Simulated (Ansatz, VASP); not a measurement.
# One calculation of SiC, two programs

```
CELL_PARAMETERS angstrom
0.00000 2.17839 2.17839
2.17839 0.00000 2.17839
2.17839 2.17839 0.00000
ATOMIC_POSITIONS crystal
Si 0.99647 0.00353 0.00353
C 0.75826 0.74174 0.74174
```

Change from the starting cell: mode 4 frozen in at -0.036 Å and mode 5 at +0.000 Å (largest displacements).

Alike in both runs: task single point; functional PBEsol; k mesh 10 × 10 × 10; occupations gaussian, width 0.05 eV; no spin polarisation.

```csv
,VASP,Ansatz
version,VASP 6.6.1,Ansatz 0.2.0
potentials or method,"VASP PAW PBE potentials, release 64 (Si, C), cutoff 520 eV","scalar-relativistic, plane waves, PAW"
valence electrons in the cell,8,8
```

```csv
,VASP,Ansatz,Ansatz less VASP
gap on the k mesh at the Fermi level (eV),0.99,1.00,+0.009
least direct gap on the mesh (eV),4.32,4.33,+0.009
pressure (GPa),0.7,0.3,-0.35
"traceless stress, the component that is largest in VASP (GPa)",-3.44,-3.39,+0.046
rms of the force components (eV/Å),0.568,0.566,-0.0017
```

VASP's potentials were made for PBE, not for PBEsol. Atom by atom the forces differ by 0.002 eV/Å (rms over components).
